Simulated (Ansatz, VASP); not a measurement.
# Cs2CuSbCl6 in VASP and in Ansatz

Contents of INCAR:

```
PREC     = Accurate       # precision mode
ENCUT    = 520            # plane-wave cutoff, eV
EDIFF    = 1E-6           # SCF threshold, eV
ISMEAR   = 0              # smearing method
SIGMA    = 0.01           # smearing width, eV
LREAL    = False          # projectors in reciprocal space
LASPH    = True           # aspherical terms in the spheres
NELM     = 80             # most SCF steps
ALGO     = Normal         # electronic algorithm
ISIF     = 2              # what is computed and relaxed
LWAVE    = False          # write WAVECAR
LCHARG   = False          # write CHGCAR
NBANDS   = 49             # bands
```

The input KPOINTS:

```
Automatic mesh
0
Gamma
  3 3 3
```

POSCAR

```
Cs2CuSbCl6
1.0
    0.0000000000      5.2548780000      5.2548780000
    5.2548780000      0.0000000000      5.2548780000
    5.2548780000      5.2548780000      0.0000000000
Cs Cu Sb Cl
2 1 1 6
Direct
    0.7500000000      0.7500000000      0.7500000000
    0.2500000000      0.2500000000      0.2500000000
    0.5000000000      0.5000000000      0.5000000000
    0.0000000000      0.0000000000      0.0000000000
    0.7431490000      0.2568510000      0.2568510000
    0.2568510000      0.2568510000      0.7431490000
    0.2568510000      0.7431490000      0.7431490000
    0.2568510000      0.7431490000      0.2568510000
    0.7431490000      0.2568510000      0.7431490000
    0.7431490000      0.7431490000      0.2568510000
```

Input for Ansatz:

```yaml
crystal:
  lattice:
    - [0.0, 5.254878, 5.254878]
    - [5.254878, 0.0, 5.254878]
    - [5.254878, 5.254878, 0.0]
  atoms:
    - { symbol: Cs, position: [0.75, 0.75, 0.75] }
    - { symbol: Cs, position: [0.25, 0.25, 0.25] }
    - { symbol: Cu, position: [0.5, 0.5, 0.5] }
    - { symbol: Sb, position: [0.0, 0.0, 0.0] }
    - { symbol: Cl, position: [0.743149, 0.256851, 0.256851] }
    - { symbol: Cl, position: [0.256851, 0.256851, 0.743149] }
    - { symbol: Cl, position: [0.256851, 0.743149, 0.743149] }
    - { symbol: Cl, position: [0.256851, 0.743149, 0.256851] }
    - { symbol: Cl, position: [0.743149, 0.256851, 0.743149] }
    - { symbol: Cl, position: [0.743149, 0.743149, 0.256851] }
kpoints:
  mp_grid:
    grid: [3, 3, 3]
hamiltonian:
  xc: lda
scf:
  occupations:
    method: fixed
output:
  forces: true
  stress: true
```

Alike in both runs: task single point; functional LDA; k mesh 3 × 3 × 3; no spin polarisation.

```csv
,VASP,Ansatz
version,VASP 6.6.1,Ansatz 0.2.0
potentials or method,"VASP PAW LDA potentials, release 64 (Cs_sv, Cu, Sb, Cl)","plane waves, PAW"
plane-wave cutoff (eV),520,420
occupations,"gaussian, width 0.01 eV",fixed
valence electrons in the cell,76,94
```

```csv
,VASP,Ansatz,Ansatz less VASP
pressure (GPa),-3.7,-3.7,-0.03
rms of the force components (eV/Å),0.038,0.044,+0.0061
```

LDA's correlation is that of Perdew and Zunger in VASP and of Perdew and Wang (1992) in Ansatz. Atom by atom the forces differ by 0.006 eV/Å (rms over components). VASP's potentials hold 76 valence electrons a cell and Ansatz's 94, so a difference there can come from the potentials and not from the codes.

Neither program's run includes spin-orbit coupling.
